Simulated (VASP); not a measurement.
A run of VASP 6.6.1 is set up as follows.

The input INCAR:

```
SYSTEM = Cd2HgS3
PREC = Accurate ; ENCUT = 600
EDIFF = 1E-6 ; ISMEAR = 0
SIGMA = 0.01 ; LREAL = .FALSE.
LASPH = .TRUE. ; NELM = 60
ALGO = Normal ; ISIF = 3
LWAVE = .FALSE. ; LCHARG = .FALSE.
GGA = PE ; IBRION = 2
NSW = 80 ; EDIFFG = -0.001
```

Contents of KPOINTS:

```
regular mesh
0
G
  12 12 4
  0 0 0
```

The input POSCAR:

```
Cd2HgS3
1.0
    4.2083124819      0.0000000000      0.0000000000
   -2.1041562410      3.6445055164      0.0000000000
    0.0000000000      0.0000000000     10.2898583267
Cd Hg S
2 1 3
Direct
    0.0000000000      0.0000000000      0.0016241086
    0.6666666667      0.3333333333      0.3330594962
    0.3333333333      0.6666666667      0.6658967157
    0.0000000000      0.0000000000      0.7520355733
    0.3333333333      0.6666666667      0.4141796963
    0.6666666667      0.3333333333      0.0832044100
```

Potentials or basis: VASP PAW PBE potentials, release 64 (Cd, Hg, S).

The run is started by

```console
$ cat potpaw_PBE.64/Cd/POTCAR potpaw_PBE.64/Hg/POTCAR potpaw_PBE.64/S/POTCAR > POTCAR
$ mpirun -np 1 vasp_std > vasp.out
```

(1) What does it give for the band gap on the k mesh?

(2) What does it give for the relaxed cell?

(3) Predict the space group after relaxing (to 0.1 Å).

(4) Estimate the relaxed volume.

## Answers

(1) 0.35 eV.

(2) a = 4.215 Å, b = 4.215 Å, c = 10.308 Å, α = 90.00°, β = 90.00°, γ = 120.00°.

(3) P3m1 (No. 156).

(4) 26.44 Å³/atom.

Caveat: spin-orbit coupling is left out, which moves the levels of the heavy elements.
